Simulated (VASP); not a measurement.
# Cu (Fm-3m) in VASP: notebook, part 3 of 3

VASP 6.6.1. Earlier steps stand in the parts before.

## (6) Electric field gradients, PBE (volume scaled by 1.03)

File INCAR:

```
SYSTEM = Cu
PREC = Accurate
ENCUT = 520
EDIFF = 1E-8
ISMEAR = -1
SIGMA = 0.08
LREAL = .FALSE.
LASPH = .TRUE.
NELM = 100
ALGO = Normal
ISIF = 2
LWAVE = .FALSE.
LCHARG = .FALSE.
GGA = PE
LEFG = .TRUE.
NBANDS = 12
```

File KPOINTS:

```
regular mesh
0
G
  19 19 19
  0 0 0
```

File POSCAR:

```
Cu
1.0
    0.0000000000      1.8253972036      1.8253972036
    1.8253972036      0.0000000000      1.8253972036
    1.8253972036      1.8253972036      0.0000000000
Cu
1
Direct
    0.0000000000      0.0000000000      0.0000000000
```

Potentials or basis: VASP PAW PBE potentials, release 64 (Cu).

Run with:

```console
$ cat potpaw_PBE.64/Cu/POTCAR > POTCAR
$ mpirun -np 1 vasp_std > vasp.out
```

OUTCAR:

```text
SYSTEM = Cu
   PREC = Accurate
   ENCUT = 520
   EDIFF = 1E-8
   ISMEAR = -1
   LREAL = .FALSE.
   LASPH = .TRUE.
   NELM = 100
   ISIF = 2
   GGA = PE

 ion  position               nearest neighbor table
   1  0.000  0.000  0.000-

  LATTYP: Found a face centered cubic cell.
 ALAT       =     3.6507944072

  Lattice vectors:

 A1 = (   0.0000000000,   1.8253972036,   1.8253972036)
 A2 = (   1.8253972036,   0.0000000000,   1.8253972036)
 A3 = (   1.8253972036,   1.8253972036,   0.0000000000)

Analysis of symmetry for initial positions (statically):
=====================================================================
 Subroutine PRICEL returns:
 Original cell was already a primitive cell.

 Routine SETGRP: Setting up the symmetry group for a
 face centered cubic supercell.

 Subroutine GETGRP returns: Found 48 space group operations
 (whereof 48 operations were pure point group operations)
 out of a pool of 48 trial point group operations.

The static configuration has the point symmetry O_h .

Analysis of symmetry for dynamics (positions and initial velocities):
=====================================================================
 Subroutine PRICEL returns:
 Original cell was already a primitive cell.

 Routine SETGRP: Setting up the symmetry group for a
 face centered cubic supercell.

 Subroutine GETGRP returns: Found 48 space group operations
 (whereof 48 operations were pure point group operations)
 out of a pool of 48 trial point group operations.

The dynamic configuration has the point symmetry O_h .

 Subroutine INISYM returns: Found 48 space group operations
 (whereof 48 operations are pure point group operations),
[... 151 lines left out ...]
      2       4.2810      2.00000
      3       4.2810      2.00000
      4       4.2810      2.00000
      5       5.0656      2.00000
      6       5.0656      2.00000
      7      29.5815      0.00000
      8      31.9971      0.00000
      9      31.9971      0.00000
     10      31.9971      0.00000
     11      34.4680      0.00000
     12      34.4680      0.00000
[... 331 lines left out ...]
 k-point    24 :      -0.2632    0.0526    0.0000
  band No.  band energies     occupation
      1       0.7198      2.00000
      2       4.0300      2.00000
      3       4.4008      2.00000
      4       4.4371      2.00000
      5       5.1196      2.00000
      6       5.3530      2.00000
      7      18.0500      0.00000
      8      26.7491      0.00000
      9      30.0417      0.00000
     10      30.9964      0.00000
     11      33.2649      0.00000
     12      34.5932      0.00000

 [... further k-points ...]
[... 5 lines left out ...]
  --------------------------------------------------------------------------------------
  -------------------------------------------------------------------------------------
  Total       -0.1414713     -0.1414713     -0.1414713     -0.0000000     -0.0000000     -0.0000000
  in kB      -18.6327482    -18.6327482    -18.6327482     -0.0000000     -0.0000000     -0.0000000
  external PRESSURE =     -18.6327482 kB  Pullay stress =       0.0000000 kB

 VOLUME and BASIS-vectors are now :
 -----------------------------------------------------------------------------
  energy-cutoff  :      520.00
  volume of cell :       12.16
      direct lattice vectors                 reciprocal lattice vectors
     0.000000000  1.825397204  1.825397204    -0.273912987  0.273912987  0.273912987
     1.825397204  0.000000000  1.825397204     0.273912987 -0.273912987  0.273912987
     1.825397204  1.825397204  0.000000000     0.273912987  0.273912987 -0.273912987

 POSITION                                       TOTAL-FORCE (eV/Angst)
 -----------------------------------------------------------------------------------
      0.00000      0.00000      0.00000         0.000000      0.000000      0.000000
 -----------------------------------------------------------------------------------
    total drift:                               -0.000000     -0.000000     -0.000000

  FREE ENERGIE OF THE ION-ELECTRON SYSTEM (eV)
  ---------------------------------------------------
  free  energy   TOTEN  =        -3.7288654919 eV

  energy  without entropy=       -3.7212778021  energy(sigma->0) =       -3.72507165

 Electric field gradients (V/A^2)
---------------------------------------------------------------------
 ion       V_xx      V_yy      V_zz      V_xy      V_xz      V_yz
---------------------------------------------------------------------
   1      -0.000    -0.000     0.000     0.002     0.002     0.002
---------------------------------------------------------------------

 Electric field gradients after diagonalization (V/A^2)
 (convention: |V_zz| > |V_xx| > |V_yy|)
----------------------------------------------------------------------
 ion       V_xx      V_yy      V_zz     asymmetry (V_yy - V_xx)/ V_zz
----------------------------------------------------------------------
   1      -0.002    -0.002     0.005       0.000
----------------------------------------------------------------------

           NMR quadrupolar parameters

 Cq : quadrupolar parameter    Cq=e*Q*V_zz/h
 eta: asymmetry parameters     (V_yy - V_xx)/ V_zz
 Q  : nuclear electric quadrupole moment in mb (millibarn)
----------------------------------------------------------------------
 ion       Cq(MHz)       eta       Q (mb)
----------------------------------------------------------------------
   1       0.000       0.000       1.000
----------------------------------------------------------------------
```

OSZICAR:

```text
N       E                     dE             d eps       ncg     rms          rms(c)
DAV:   1     0.419575818665E+02    0.41958E+02   -0.53403E+03  5900   0.152E+03
DAV:   2    -0.339180148296E+01   -0.45349E+02   -0.41970E+02  5460   0.203E+02
DAV:   3    -0.461402923055E+01   -0.12222E+01   -0.12177E+01  6168   0.388E+01
DAV:   4    -0.462155236594E+01   -0.75231E-02   -0.75223E-02  5996   0.267E+00
DAV:   5    -0.462162614141E+01   -0.73775E-04   -0.73775E-04  6196   0.270E-01    0.764E+00
DAV:   6    -0.413221915972E+01    0.48941E+00   -0.14908E+01  6328   0.725E+01    0.410E+00
DAV:   7    -0.374059067099E+01    0.39163E+00   -0.24206E+00  6312   0.292E+01    0.561E-01
DAV:   8    -0.373052045976E+01    0.10070E-01   -0.46596E-03  6168   0.104E+00    0.308E-01
DAV:   9    -0.372886533200E+01    0.16551E-02   -0.10384E-02  6544   0.176E+00    0.308E-02
DAV:  10    -0.372886629901E+01   -0.96700E-06   -0.44254E-05  7836   0.110E-01    0.845E-03
DAV:  11    -0.372886538046E+01    0.91855E-06   -0.91042E-07  6544   0.165E-02    0.358E-04
DAV:  12    -0.372886544125E+01   -0.60790E-07   -0.15191E-08  4348   0.162E-03    0.112E-04
DAV:  13    -0.372886548730E+01   -0.46050E-07   -0.34644E-09  3728   0.773E-04    0.144E-05
DAV:  14    -0.372886549191E+01   -0.46143E-08   -0.39350E-10  3144   0.288E-04
   1 F= -.37288655E+01 E0= -.37250716E+01  d E =-.758769E-02
```

It took 40 s on 1 thread of AMD EPYC 7R13, shared host; peak memory 0.11 GiB.

What came out:

| Quantity | Value |
| --- | --- |
| Free energy | -3.7289 eV |
| Pressure | -1.9 GPa |

Caveat: without QUAD_EFG the Cq values of the log hold for a quadrupole moment of 1 mb, not for the nuclei.

## (7) Overview

| cell | gap on the mesh (eV) | pressure (GPa) |
| --- | --- | --- |
| a = 2.539 Å, angles 60.0°, 1 atom | none | 5.4 |
| a = 2.556 Å, angles 60.0°, 1 atom | none | 2.2 |
| a = 2.565 Å, angles 60.0°, 1 atom | none | 0.8 |
| a = 2.582 Å, angles 60.0°, 1 atom | none | -1.9 |

Alike in all rows: task electric field gradients; level PBE; potentials or basis VASP PAW PBE potentials, release 64 (Cu); no spin polarisation; k mesh 19 × 19 × 19; cutoff (eV) 520; smearing fermi-dirac 0.08 eV.

Absolute energies hang on the potentials; compare differences alone.
